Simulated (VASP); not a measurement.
# MoSe3 (P4/mmm) in VASP: relaxation of cell and atoms with PBE

Aim: the relaxation of cell and atoms of MoSe3 with PBE.

Program: VASP 6.6.1. These are calculated values, not measurements. Logs are shortened: lines on timing, memory, paths and dates and some standing lists are left out, and cuts for length are marked.

## Step 1: The cell of the first run

The structure is tetragonal, space group P4/mmm (No. 123). Conventional cell: a = 3.713 Å, b = 3.713 Å, c = 6.994 Å, α = 90.00°, β = 90.00°, γ = 90.00°. Mo (site symmetry 4/mmm) has 4 Se at 2.63 Å within 3.5 Å. Within 3.5 Å of Se (site symmetry mmm) lie 4 Se at 2.63 Å. Se (site symmetry 4/mmm) has 4 Mo at 2.63 Å within 3.5 Å.

The cell was built from a structure type or drawn by symmetry, and may not be a known phase.

## Step 2: Relaxation of cell and atoms, PBE, collinear spin

File INCAR:

```
SYSTEM = MoSe3
ALGO = Normal
EDIFF = 1E-6
EDIFFG = -0.04
ENCUT = 600
GGA = PE
IBRION = 2
ISIF = 3
ISMEAR = 0
ISPIN = 2
LASPH = .TRUE.
LCHARG = .FALSE.
LMAXMIX = 4
LORBIT = 11
LREAL = .FALSE.
LWAVE = .FALSE.
MAGMOM = 2.65 0 0 0
NELM = 150
NSW = 90
PREC = Accurate
SIGMA = 0.1
```

File KPOINTS:

```
k-points
0
G
  6 6 4
  0 0 0
```

File POSCAR:

```
MoSe3
1.0
    3.7128395154      0.0000000000      0.0000000000
    0.0000000000      3.7128395154      0.0000000000
    0.0000000000      0.0000000000      6.9936255022
Mo Se
1 3
Direct
    0.0000000000      0.0000000000      0.0000000000
    0.0000000000      0.5000000000      0.5000000000
    0.5000000000      0.0000000000      0.5000000000
    0.5000000000      0.5000000000      0.0000000000
```

Potentials or basis: VASP PAW PBE potentials, release 64 (Mo_sv, Se).

Run with:

```sh
$ cat potpaw_PBE.64/Mo_sv/POTCAR potpaw_PBE.64/Se/POTCAR > POTCAR
$ mpirun -np 1 vasp_std > vasp.out
```

OUTCAR:

```text
SYSTEM = MoSe3
   EDIFF = 1E-6
   EDIFFG = -0.04
   ENCUT = 600
   GGA = PE
   IBRION = 2
   ISIF = 3
   ISMEAR = 0
   ISPIN = 2
   LASPH = .TRUE.
   LORBIT = 11
   LREAL = .FALSE.
   NELM = 150
   NSW = 90
   PREC = Accurate

 ion  position               nearest neighbor table
   1  0.000  0.000  0.000-   4 2.63   4 2.63   4 2.63   4 2.63
   2  0.000  0.500  0.500-   3 2.63   3 2.63   3 2.63   3 2.63
   3  0.500  0.000  0.500-   2 2.63   2 2.63   2 2.63   2 2.63
   4  0.500  0.500  0.000-   1 2.63   1 2.63   1 2.63   1 2.63

  LATTYP: Found a simple tetragonal cell.
 ALAT       =     3.7128395154
 C/A-ratio  =     1.8836325872

  Lattice vectors:

 A1 = (   3.7128395154,   0.0000000000,   0.0000000000)
 A2 = (   0.0000000000,   3.7128395154,   0.0000000000)
 A3 = (   0.0000000000,   0.0000000000,   6.9936255022)

Analysis of symmetry for initial positions (statically):
=====================================================================
 Subroutine PRICEL returns:
 Original cell was already a primitive cell.

 Routine SETGRP: Setting up the symmetry group for a
 simple tetragonal supercell.

 Subroutine GETGRP returns: Found 16 space group operations
 (whereof 16 operations were pure point group operations)
 out of a pool of 16 trial point group operations.

The static configuration has the point symmetry D_4h.

Analysis of symmetry for dynamics (positions and initial velocities):
=====================================================================
 Subroutine PRICEL returns:
 Original cell was already a primitive cell.

 Routine SETGRP: Setting up the symmetry group for a
 simple tetragonal supercell.

 Subroutine GETGRP returns: Found 16 space group operations
 (whereof 16 operations were pure point group operations)
 out of a pool of 16 trial point group operations.

The dynamic configuration has the point symmetry D_4h.

Analysis of structural, dynamic, and magnetic symmetry:
=====================================================================
 Subroutine PRICEL returns:
 Original cell was already a primitive cell.

 Routine SETGRP: Setting up the symmetry group for a
 simple tetragonal supercell.

 Subroutine GETGRP returns: Found 16 space group operations
 (whereof 16 operations were pure point group operations)
 out of a pool of 16 trial point group operations.
[... 118 lines left out ...]
   EMIN   =  10.00;   EMAX   =-10.00  energy-range for DOS
   EFERMI =   0.00;   METHOD = LEGACY
   ISMEAR =     0;   SIGMA  =   0.10  broadening in eV -4-tet -1-fermi 0-gaus
   EFERMI_NEDOS =   21; number of points for ismear=-14 and -15
   IALGO  =     38    algorithm
   IMIX   =      4    mixing-type and parameters
     AMIX     =   0.40;   BMIX     =  1.00
     AMIX_MAG =   1.60;   BMIX_MAG =  1.00
  volume/ion in A,a.u.               =      24.10       162.65
  Fermi-wavevector in a.u.,A,eV,Ry     =   1.133496  2.141996 17.480938  1.284813
  Thomas-Fermi vector in A             =   2.270199
   LORBIT       =     11    0 simple, 1 ext, 2 COOP (PROOUT), +10 PAW based schemes
   GGA     = PE    functional components
   LHFCALC =     F    Hartree Fock is set to
   AEXX    =    0.0000 exact exchange contribution
   IVDW    =     0    specifies the selected vdW correction
   LEPSILON=     F    determine dielectric tensor
   LRPA    =     F    only Hartree local field effects (RPA)
 conjugate gradient relaxation of ions
 spin polarized calculation
 Gauss-broadening in eV      SIGMA  =   0.10
  energy-cutoff  :      600.00
  volume of cell :       96.41
 maximum number of plane-waves:      3259
 NGX is ok and might be reduce to    30
   NGX = 15   NGY = 15   NGZ = 27

--------------------------------------- Ionic step        1  -------------------------------------------

 number of electron      31.9999999 magnetization       3.2149766

 Free energy of the ion-electron system (eV)
  ---------------------------------------------------
  ext. energy  EPLUGINS =         0.00000000
  ---------------------------------------------------
  free energy    TOTEN  =       -19.20438622 eV

  energy without entropy =      -19.19313469  energy(sigma->0) =      -19.19876046

------------------------ aborting loop because EDIFF is reached ----------------------------------------

  FORCE on cell =-STRESS in cart. coord.  units (eV):
  Direction    XX          YY          ZZ          XY          YZ          ZX
  --------------------------------------------------------------------------------------
  -------------------------------------------------------------------------------------
  Total        0.7434487      0.7434487      0.2923531      0.0000000      0.0000000     -0.0000000
  in kB       12.3551164     12.3551164      4.8585143      0.0000000      0.0000000     -0.0000000
  external PRESSURE =       9.8562490 kB  Pullay stress =       0.0000000 kB
[... 177 lines left out ...]
--------------------------------------- Ionic step        6  -------------------------------------------

 number of electron      32.0000000 magnetization       3.3024637

 Free energy of the ion-electron system (eV)
  ---------------------------------------------------
  ext. energy  EPLUGINS =         0.00000000
  ---------------------------------------------------
  free energy    TOTEN  =       -19.21228708 eV

  energy without entropy =      -19.20122430  energy(sigma->0) =      -19.20675569

 E-fermi :   4.4281     XC(G=0):  -9.5909

 val. band max:        4.4130468716   @ k =   0.5000   0.0000   0.5000
 cond. band min:       4.4284897743   @ k =   0.1667   0.1667   0.2500
 fundamental gap:      0.0154429027
 Fermi energy:         4.4280937091

 spin component 1

 k-point     1 :       0.0000    0.0000    0.0000
  band No.  band energies     occupation
      1     -57.5476      1.00000
      2     -31.7731      1.00000
      3     -31.7099      1.00000
      4     -31.7099      1.00000
      5     -11.2536      1.00000
      6      -9.5533      1.00000
[... 565 lines left out ...]
     20       5.2861      0.00000
     21       7.1695      0.00000

 [... further k-points ...]

 spin component 2

 k-point     1 :       0.0000    0.0000    0.0000
  band No.  band energies     occupation
      1     -55.6997      1.00000
      2     -29.8078      1.00000
      3     -29.8078      1.00000
      4     -29.4311      1.00000
      5     -11.2514      1.00000
      6      -9.5159      1.00000
[... 598 lines left out ...]
  FREE ENERGIE OF THE ION-ELECTRON SYSTEM (eV)
  ---------------------------------------------------
  free  energy   TOTEN  =       -19.2122870814 eV

  energy  without entropy=      -19.2012243005  energy(sigma->0) =      -19.20675569

 reached required accuracy - stopping structural energy minimisation

 total charge

# of ion       s       p       d       tot
------------------------------------------
    1        2.208   6.056   3.862  12.127
    2        1.527   2.131   0.056   3.714
    3        1.527   2.131   0.056   3.714
    4        1.438   2.383   0.045   3.866
--------------------------------------------------
tot          6.701  12.701   4.020  23.421

 magnetization (x)

# of ion       s       p       d       tot
------------------------------------------
    1        0.072   0.020   2.750   2.842
    2        0.001   0.003   0.000   0.004
    3        0.001   0.003   0.000   0.004
    4       -0.003  -0.076   0.018  -0.060
--------------------------------------------------
tot          0.072  -0.050   2.769   2.790
```

OSZICAR:

```text
N       E                     dE             d eps       ncg     rms          rms(c)
DAV:   1     0.233500766328E+03    0.23350E+03   -0.16161E+04  2592   0.150E+03
DAV:   2    -0.586013063161E+01   -0.23936E+03   -0.22976E+03  3122   0.328E+02
DAV:   3    -0.194679529459E+02   -0.13608E+02   -0.12913E+02  3095   0.683E+01
[... 60 lines left out ...]
DAV:   6    -0.192122679411E+02   -0.21959E-04   -0.11211E-04  2966   0.683E-02    0.780E-02
DAV:   7    -0.192122818578E+02   -0.13917E-04   -0.79344E-05  2641   0.596E-02    0.133E-02
DAV:   8    -0.192122851409E+02   -0.32831E-05   -0.51384E-06  2829   0.147E-02    0.657E-03
DAV:   9    -0.192122867552E+02   -0.16143E-05   -0.20140E-06  2000   0.102E-02    0.286E-03
DAV:  10    -0.192122870814E+02   -0.32615E-06   -0.32317E-07  1421   0.447E-03
   6 F= -.19212287E+02 E0= -.19206756E+02  d E =-.429007E-02  mag=     3.3024
```

Wall time 9.9 min (1 thread of AMD EPYC 7R13, shared host); peak memory 0.3 GiB.

What came out:

- Free energy: -19.2123 eV
- Relaxed volume: 24.95 Å³/atom
- Relaxed cell: a = 3.726 Å, b = 3.726 Å, c = 7.190 Å, α = 90.00°, β = 90.00°, γ = 90.00°
- Space group after relaxing (to 0.1 Å): P4/mmm (No. 123)
- Energy gained by relaxing: 2.0 meV/atom
- Ionic steps: 6
- Pressure after relaxing: 0.1 GPa
- Net moment: 3.30 μB per cell
- Site moments: Mo +2.84; Se +0.00, -0.06 (each value once) μB
- Valence electrons inside the program's atomic spheres: Mo 12.13; Se 3.71, 3.87 (each value once)

Stress tensor (GPa, compression positive):
```
0.03 0.00 0.00
0.00 0.03 0.00
0.00 0.00 0.15
```

Step by step:
```
step  energy change (eV)  largest force (eV/Å)  pressure (GPa)  volume (Å³)
   1              0.0000                0.0000            0.99        96.41
   2             -0.0003                0.0000           -0.75        98.49
   3             -0.0036                0.0000            0.08        97.46
   4             -0.0042                0.0000            0.08        97.70
   5             -0.0058                0.0000            0.07        98.40
   6             -0.0079                0.0000            0.07        99.80
```

Final structure:
```
CELL_PARAMETERS angstrom
3.72572 0.00000 0.00000
0.00000 3.72572 0.00000
0.00000 0.00000 7.18960
ATOMIC_POSITIONS crystal
Mo 0.00000 0.00000 0.00000
Se 0.00000 0.50000 0.50000
Se 0.50000 0.00000 0.50000
Se 0.50000 0.50000 0.00000
```
